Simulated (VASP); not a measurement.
A run of VASP 6.6.1:

Contents of INCAR:

```
SYSTEM = Ta8AlN8
PREC = Accurate
ENCUT = 520
EDIFF = 1E-6
ISMEAR = 1
SIGMA = 0.1
LREAL = .False.
LASPH = .True.
NELM = 120
ALGO = Normal
ISIF = 2
LWAVE = .False.
LCHARG = .False.
GGA = PE
NBANDS = 80
GGA_COMPAT = .False.
```

File KPOINTS:

```
regular mesh
0
Gamma
  4 4 4
  0 0 0
```

Contents of POSCAR:

```
Ta8AlN8
1.0
    0.0000000000      4.4157308800      4.4157308800
    4.4157308800      0.0000000000      4.4157308800
    4.4157308800      4.4157308800      0.0000000000
Ta N Al
8 8 1
Direct
    0.1975524604      0.1986854552      0.2077414872
    0.2439970934      0.2777289951      0.7650102762
    0.2346995386      0.7575919119      0.2773724290
    0.2699999235      0.7725112994      0.7153606245
    0.7870986920      0.2537545948      0.2197690544
    0.7190452920      0.2481062659      0.8001197528
    0.7183526547      0.7903538723      0.2628212705
    0.7803182743      0.7221824850      0.7444549021
    0.0222426372     -0.0145315695     -0.0092810230
   -0.0397791452      0.0065400272      0.5497565558
   -0.0158639650      0.5583295420      0.0002717557
   -0.0028789119      0.4798980186      0.4865841145
    0.5170259606     -0.0318324427     -0.0128353610
    0.5256502407      0.0046825770      0.5477453372
    0.4910110147      0.5471679696     -0.0010248587
    0.5345187613      0.4930264228      0.4945190410
    0.3655085747      0.3123551995      0.3359920567
```

Potentials or basis: VASP PAW PBE potentials, release 64 (Ta_pv, N, Al).

Launch:

```console
$ cat potpaw_PBE.64/Ta_pv/POTCAR potpaw_PBE.64/N/POTCAR potpaw_PBE.64/Al/POTCAR > POTCAR
$ mpirun -np 1 vasp_std > vasp.out
```

Hardware: 1 thread of AMD EPYC 7R13 (shared host).

Q: Estimate the wall time of this run.

A: Wall time 27 min on 1 thread of AMD EPYC 7R13 (shared host), peak memory 0.52 GiB. Counts: scf iterations 17, k points 36.
